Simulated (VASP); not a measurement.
# Sb in VASP: notebook, part 2 of 2

VASP 6.6.1.

### Step 4. Single point, PBEsol (volume scaled by 0.99)

INCAR

```
PREC = Accurate
ENCUT = 520
EDIFF = 1E-7
ISMEAR = -1
SIGMA = 0.03
LREAL = False
LASPH = True
NELM = 80
ALGO = Normal
ISIF = 2
LWAVE = False
LCHARG = False
GGA = PS
NBANDS = 8
```

KPOINTS

```
regular mesh
0
Gamma
  14 14 14
```

POSCAR

```
Sb
1.0
    0.0000000000      2.2972909123      2.2972909123
    2.2972909123      0.0000000000      2.2972909123
    2.2972909123      2.2972909123      0.0000000000
Sb
1
Direct
    0.0000000000      0.0000000000      0.0000000000
```

Potentials or basis: VASP PAW PBE potentials, release 64 (Sb).

Command:

```sh
$ cat potpaw_PBE.64/Sb/POTCAR > POTCAR
$ mpirun -np 1 vasp_std > vasp.out
```

OUTCAR:

```text
PREC = Accurate
   ENCUT = 520
   EDIFF = 1E-7
   ISMEAR = -1
   LREAL = False
   LASPH = True
   NELM = 80
   ISIF = 2
   GGA = PS

 ion  position               nearest neighbor table
   1  0.000  0.000  0.000-

  LATTYP: Found a face centered cubic cell.
 ALAT       =     4.5945818246

  Lattice vectors:

 A1 = (   0.0000000000,   2.2972909123,   2.2972909123)
 A2 = (   2.2972909123,   0.0000000000,   2.2972909123)
 A3 = (   2.2972909123,   2.2972909123,   0.0000000000)

Analysis of symmetry for initial positions (statically):
=====================================================================
 Subroutine PRICEL returns:
 Original cell was already a primitive cell.

 Routine SETGRP: Setting up the symmetry group for a
 face centered cubic supercell.

 Subroutine GETGRP returns: Found 48 space group operations
 (whereof 48 operations were pure point group operations)
 out of a pool of 48 trial point group operations.

The static configuration has the point symmetry O_h .

Analysis of symmetry for dynamics (positions and initial velocities):
=====================================================================
 Subroutine PRICEL returns:
 Original cell was already a primitive cell.

 Routine SETGRP: Setting up the symmetry group for a
 face centered cubic supercell.

 Subroutine GETGRP returns: Found 48 space group operations
 (whereof 48 operations were pure point group operations)
 out of a pool of 48 trial point group operations.

The dynamic configuration has the point symmetry O_h .

 Subroutine INISYM returns: Found 48 space group operations
 (whereof 48 operations are pure point group operations),
 and found     1 'primitive' translations

----------------------------------------------------------------------------------------

                                     Primitive cell

  volume of cell :      24.2481

  direct lattice vectors                    reciprocal lattice vectors
     0.000000000  2.297290912  2.297290912    -0.217647664  0.217647664  0.217647664
     2.297290912  0.000000000  2.297290912     0.217647664 -0.217647664  0.217647664
     2.297290912  2.297290912  0.000000000     0.217647664  0.217647664 -0.217647664

  length of vectors
     3.248859965  3.248859965  3.248859965     0.376976812  0.376976812  0.376976812

  position of ions in fractional coordinates (direct lattice)
     0.000000000  0.000000000  0.000000000

  ion indices of the primitive-cell ions
   primitive index   ion index
                 1           1

----------------------------------------------------------------------------------------

 KPOINTS: regular mesh

Automatic generation of k-mesh.
 Grid dimensions read from file:
 generate k-points for:   14   14   14

 Generating k-lattice:

  Cartesian coordinates                     Fractional coordinates (reciprocal lattice)
    -0.015546262  0.015546262  0.015546262     0.071428571  0.000000000  0.000000000
     0.015546262 -0.015546262  0.015546262     0.000000000  0.071428571  0.000000000
     0.015546262  0.015546262 -0.015546262     0.000000000  0.000000000  0.071428571

  Length of vectors
     0.026926915  0.026926915  0.026926915

  Shift w.r.t. Gamma in fractional coordinates (k-lattice)
     0.000000000  0.000000000  0.000000000

 Subroutine IBZKPT returns following result:
 ===========================================

 Found    104 irreducible k-points:

 Following reciprocal coordinates:
            Coordinates               Weight
  0.000000  0.000000  0.000000      1.000000
  0.071429  0.000000  0.000000      8.000000
  0.142857  0.000000  0.000000      8.000000
  0.214286  0.000000  0.000000      8.000000
  0.285714  0.000000  0.000000      8.000000
  0.357143  0.000000  0.000000      8.000000
[... 16 lines left out ...]
  0.214286  0.142857  0.000000     24.000000
  0.285714  0.142857  0.000000     24.000000
 [... further k-points ...]
   k-points           NKPTS =    104   k-points in BZ     NKDIM =    104   number of bands    NBANDS=      8
   number of dos      NEDOS =    301   number of ions     NIONS =      1
   total plane-waves  NPLWV =  13824
   dimension x,y,z NGX =    24 NGY =   24 NGZ =   24
   dimension x,y,z NGXF=    48 NGYF=   48 NGZF=   48
   ions per type =               1
   NGX,Y,Z   is equivalent  to a cutoff of  12.28, 12.28, 12.28 a.u.
   NGXF,Y,Z  is equivalent  to a cutoff of  24.56, 24.56, 24.56 a.u.
 SYSTEM =  unknown system
   PREC   = accura    normal or accurate (medium, high low for compatibility)
   ISTART =      0    job   : 0-new  1-cont  2-samecut
   ICHARG =      2    charge: 1-file 2-atom 10-const
   ISPIN  =      1    spin polarized calculation?
   LNONCOLLINEAR =      F non collinear calculations
   LSORBIT =      F    spin-orbit coupling
   LASPH  =      T    aspherical Exc in radial PAW
   ENCUT  =  520.0 eV  38.22 Ry    6.18 a.u.   6.04  6.04  6.04*2*pi/ulx,y,z
   NELM   =     80;   NELMIN=  2; NELMDL= -5     # of ELM steps
   EDIFF  = 0.1E-06   stopping-criterion for ELM
   LREAL  =      F    real-space projection
   EDIFFG = 0.1E-05   stopping-criterion for IOM
   NSW    =      0    number of steps for IOM
   IBRION =     -1    ionic relax: 0-MD 1-quasi-New 2-CG
   NFREE  =      0    steps in history (QN), initial steepest desc. (CG)
   ISIF   =      2    stress and relaxation
   ISYM   =      2    0-nonsym 1-usesym 2-fastsym
   POTIM  = 0.5000    time-step for ionic-motion
   TEBEG  =    0.0;   TEEND  =   0.0 temperature during run
   PSTRESS=    0.0 pullay stress
   NELECT =       5.0000    total number of electrons
   NUPDOWN=      -1.0000    fix difference up-down
   EMIN   =  10.00;   EMAX   =-10.00  energy-range for DOS
   EFERMI =   0.00;   METHOD = LEGACY
   ISMEAR =    -1;   SIGMA  =   0.03  broadening in eV -4-tet -1-fermi 0-gaus
   EFERMI_NEDOS =   21; number of points for ismear=-14 and -15
   IALGO  =     38    algorithm
   IMIX   =      4    mixing-type and parameters
     AMIX     =   0.40;   BMIX     =  1.00
     AMIX_MAG =   1.60;   BMIX_MAG =  1.00
  volume/ion in A,a.u.               =      24.25       163.63
  Fermi-wavevector in a.u.,A,eV,Ry     =   0.967176  1.827698 12.727290  0.935429
  Thomas-Fermi vector in A             =   2.097040
   LORBIT       =      0    0 simple, 1 ext, 2 COOP (PROOUT), +10 PAW based schemes
   GGA     = PS    functional components
   LHFCALC =     F    Hartree Fock is set to
   AEXX    =    0.0000 exact exchange contribution
   IVDW    =     0    specifies the selected vdW correction
   LEPSILON=     F    determine dielectric tensor
   LRPA    =     F    only Hartree local field effects (RPA)
 non-spin polarized calculation
  energy-cutoff  :      520.00
  volume of cell :       24.25
 maximum number of plane-waves:       664
   NGX = 13   NGY = 13   NGZ = 13

 number of electron       4.9999999 magnetization

 Free energy of the ion-electron system (eV)
  ---------------------------------------------------
  ext. energy  EPLUGINS =         0.00000000
  ---------------------------------------------------
  free energy    TOTEN  =        -4.25742888 eV

  energy without entropy =       -4.25460399  energy(sigma->0) =       -4.25601643

 E-fermi :   9.8353     XC(G=0): -10.7938

 val. band max:        9.8213929366   @ k =  -0.2857   0.2143   0.0714
 cond. band min:       9.8892926896   @ k =   0.4286   0.3571   0.0000
 fundamental gap:      0.0678997530
 Fermi energy:         9.8352683830

 k-point     1 :       0.0000    0.0000    0.0000
  band No.  band energies     occupation
      1      -4.0034      2.00000
      2      15.9255      0.00000
      3      15.9255      0.00000
      4      15.9255      0.00000
      5      20.0372      0.00000
      6      20.1562      0.00000
      7      20.1562      0.00000
      8      20.1562      0.00000

 k-point     2 :       0.0714    0.0000    0.0000
  band No.  band energies     occupation
      1      -3.8919      2.00000
      2      14.7944      0.00000
      3      15.7572      0.00000
      4      15.7572      0.00000
      5      19.1469      0.00000
      6      20.4214      0.00000
      7      20.4214      0.00000
      8      21.8383      0.00000
[... 221 lines left out ...]
 k-point    23 :       0.2143    0.1429    0.0000
  band No.  band energies     occupation
      1      -3.0020      2.00000
      2      11.8927      0.00000
      3      13.3777      0.00000
      4      13.9600      0.00000
      5      17.2327      0.00000
      6      18.7651      0.00000
      7      22.7744      0.00000
      8      23.2781      0.00000

 k-point    24 :       0.2857    0.1429    0.0000
  band No.  band energies     occupation
      1      -2.3780      2.00000
      2       9.6451      1.99647
      3      12.9444      0.00000
      4      13.4187      0.00000
      5      17.1962      0.00000
      6      18.9888      0.00000
      7      22.6102      0.00000
      8      22.9057      0.00000

 [... further k-points ...]
[... 5 lines left out ...]
  --------------------------------------------------------------------------------------
  -------------------------------------------------------------------------------------
  Total        0.9214027      0.9214027      0.9214027     -0.0000000     -0.0000000      0.0000000
  in kB       60.8810445     60.8810445     60.8810445     -0.0000000     -0.0000000      0.0000000
  external PRESSURE =      60.8810445 kB  Pullay stress =       0.0000000 kB

 VOLUME and BASIS-vectors are now :
 -----------------------------------------------------------------------------
  energy-cutoff  :      520.00
  volume of cell :       24.25
      direct lattice vectors                 reciprocal lattice vectors
     0.000000000  2.297290912  2.297290912    -0.217647664  0.217647664  0.217647664
     2.297290912  0.000000000  2.297290912     0.217647664 -0.217647664  0.217647664
     2.297290912  2.297290912  0.000000000     0.217647664  0.217647664 -0.217647664

 POSITION                                       TOTAL-FORCE (eV/Angst)
 -----------------------------------------------------------------------------------
      0.00000      0.00000      0.00000         0.000000      0.000000      0.000000
 -----------------------------------------------------------------------------------
    total drift:                                0.000000      0.000000      0.000000

  FREE ENERGIE OF THE ION-ELECTRON SYSTEM (eV)
  ---------------------------------------------------
  free  energy   TOTEN  =        -4.2574288798 eV

  energy  without entropy=       -4.2546039898  energy(sigma->0) =       -4.25601643
```

OSZICAR:

```text
N       E                     dE             d eps       ncg     rms          rms(c)
DAV:   1     0.481470664551E+01    0.48147E+01   -0.16886E+03  1680   0.411E+02
DAV:   2    -0.417387524212E+01   -0.89886E+01   -0.86133E+01  2320   0.534E+01
DAV:   3    -0.426483935194E+01   -0.90964E-01   -0.90243E-01  2064   0.613E+00
DAV:   4    -0.426506427702E+01   -0.22493E-03   -0.22492E-03  2600   0.369E-01
DAV:   5    -0.426506477945E+01   -0.50243E-06   -0.50282E-06  2128   0.109E-02    0.199E+00
DAV:   6    -0.426025749217E+01    0.48073E-02   -0.14214E-03  2136   0.179E-01    0.116E+00
DAV:   7    -0.425743768819E+01    0.28198E-02   -0.30264E-03  1904   0.260E-01    0.327E-02
DAV:   8    -0.425742946873E+01    0.82195E-05   -0.29282E-05  2344   0.442E-02    0.773E-03
DAV:   9    -0.425742919795E+01    0.27078E-06   -0.39630E-07  2416   0.444E-03    0.128E-03
DAV:  10    -0.425742901222E+01    0.18573E-06   -0.53123E-08  2136   0.125E-03    0.166E-03
DAV:  11    -0.425742888820E+01    0.12402E-06   -0.66167E-10  1104   0.223E-04    0.274E-04
DAV:  12    -0.425742887982E+01    0.83792E-08   -0.11525E-10  1088   0.728E-05
   1 F= -.42574289E+01 E0= -.42560164E+01  d E =-.282489E-02
```

Wall time 5.1 s (1 thread of Intel Xeon 6975P-C (Granite Rapids), shared host); peak memory 0.15 GiB.

Results:

```
Free energy : -4.2574 eV
Pressure    : 6.1 GPa
```

Levels at points of the mesh, in eV from the Fermi level:
```csv
k point,band 1,band 2,band 3,band 4,band 5
"(0.00, 0.00, 0.00)",-13.84,6.09,6.09,6.09,10.20
"(0.50, 0.00, 0.00)",-9.47,-6.56,4.12,4.12,8.87
"(0.50, 0.50, 0.00)",-7.53,-5.55,0.36,0.36,4.22
```

Caveat: the PAW data sets were made with another functional, which shifts forces and pressure a little; spin-orbit coupling is left out, which moves the levels of the heavy elements.

### Step 5. Single point, PBEsol (volume scaled by 1.02)

INCAR

```
ALGO = Normal ; EDIFF = 1E-6
ENCUT = 520 ; GGA = PS
ISIF = 2 ; ISMEAR = -1
LASPH = T ; LCHARG = T
LELF = T ; LREAL = F
LVHAR = T ; LWAVE = F
NBANDS = 8 ; NELM = 100
PREC = Accurate ; SIGMA = 0.03
```

KPOINTS

```
k-points
0
Gamma
  14 14 14
```

POSCAR

```
Sb
1.0
    0.0000000000      2.3202653455      2.3202653455
    2.3202653455      0.0000000000      2.3202653455
    2.3202653455      2.3202653455      0.0000000000
Sb
1
Direct
    0.0000000000      0.0000000000      0.0000000000
```

Potentials or basis: VASP PAW PBE potentials, release 64 (Sb).

Command:

```sh
$ cat potpaw_PBE.64/Sb/POTCAR > POTCAR
$ mpirun -np 1 vasp_std > vasp.out
```

OUTCAR:

```text
EDIFF = 1E-6
   ENCUT = 520
   GGA = PS
   ISIF = 2
   ISMEAR = -1
   LASPH = T
   LREAL = F
   NELM = 100
   PREC = Accurate

 ion  position               nearest neighbor table
   1  0.000  0.000  0.000-

  LATTYP: Found a face centered cubic cell.
 ALAT       =     4.6405306910

  Lattice vectors:

 A1 = (   0.0000000000,   2.3202653455,   2.3202653455)
 A2 = (   2.3202653455,   0.0000000000,   2.3202653455)
 A3 = (   2.3202653455,   2.3202653455,   0.0000000000)

[... 440 lines left out ...]
      8      22.2963      0.00000

 [... further k-points ...]

------------------------ aborting loop because EDIFF is reached ----------------------------------------

  FORCE on cell =-STRESS in cart. coord.  units (eV):
  Direction    XX          YY          ZZ          XY          YZ          ZX
  --------------------------------------------------------------------------------------
  -------------------------------------------------------------------------------------
  Total        0.5284281      0.5284281      0.5284281     -0.0000000     -0.0000000     -0.0000000
  in kB       33.8885945     33.8885945     33.8885945     -0.0000000     -0.0000000     -0.0000000
  external PRESSURE =      33.8885945 kB  Pullay stress =       0.0000000 kB

 VOLUME and BASIS-vectors are now :
 -----------------------------------------------------------------------------
  energy-cutoff  :      520.00
  volume of cell :       24.98
      direct lattice vectors                 reciprocal lattice vectors
     0.000000000  2.320265346  2.320265346    -0.215492595  0.215492595  0.215492595
     2.320265346  0.000000000  2.320265346     0.215492595 -0.215492595  0.215492595
     2.320265346  2.320265346  0.000000000     0.215492595  0.215492595 -0.215492595

 POSITION                                       TOTAL-FORCE (eV/Angst)
 -----------------------------------------------------------------------------------
      0.00000      0.00000      0.00000         0.000000      0.000000      0.000000
 -----------------------------------------------------------------------------------
    total drift:                                0.000000     -0.000000     -0.000000

  FREE ENERGIE OF THE ION-ELECTRON SYSTEM (eV)
  ---------------------------------------------------
  free  energy   TOTEN  =        -4.2790087993 eV

  energy  without entropy=       -4.2759241016  energy(sigma->0) =       -4.27746645
```

stdout:

```text
POSCAR found type information on POSCAR Sb
 POSCAR found :  1 types and       1 ions
 scaLAPACK will be used
 -----------------------------------------------------------------------------
|                                                                             |
|                                                                             |
|     You enforced a specific xc type in the INCAR file but a different       |
|     I HOPE YOU KNOW WHAT YOU ARE DOING!                                     |
|                                                                             |
 -----------------------------------------------------------------------------

 LDA part: xc-table for (Slater+PW92), standard interpolation
 POSCAR, INCAR and KPOINTS ok, starting setup
 FFT: planning ... GRIDC
 FFT: planning ... GRID_SOFT
 FFT: planning ... GRID
 WAVECAR not read
 entering main loop
```

Run time: 4.3 s. Hardware: 1 thread of Intel Xeon 6975P-C (Granite Rapids), shared host; peak memory 0.15 GiB.

What came out:

```yaml
Free_energy: -4.2790 eV
Pressure: 3.4 GPa
```

Caveat: the PAW data sets were made with another functional, which shifts forces and pressure a little; spin-orbit coupling is left out, which moves the levels of the heavy elements.

### Step 6. Overview

| cell | gap on the mesh (eV) | pressure (GPa) |
| --- | --- | --- |
| a = 3.244 Å, angles 60.7°, 1 atom | none | 5.2 |
| a = 3.216 Å, angles 60.0°, 1 atom | none | 9.3 |
| a = 3.249 Å, angles 60.0°, 1 atom | none | 6.1 |
| a = 3.281 Å, angles 60.0°, 1 atom | none | 3.4 |

Alike in all rows: task single point; level PBEsol; potentials or basis VASP PAW PBE potentials, release 64 (Sb); no spin polarisation; k mesh 14 × 14 × 14; cutoff (eV) 520; smearing fermi-dirac 0.03 eV.

Caveats: the PAW data sets were made with another functional, which shifts forces and pressure a little; spin-orbit coupling is left out, which moves the levels of the heavy elements.

Absolute energies hang on the potentials; compare differences alone.
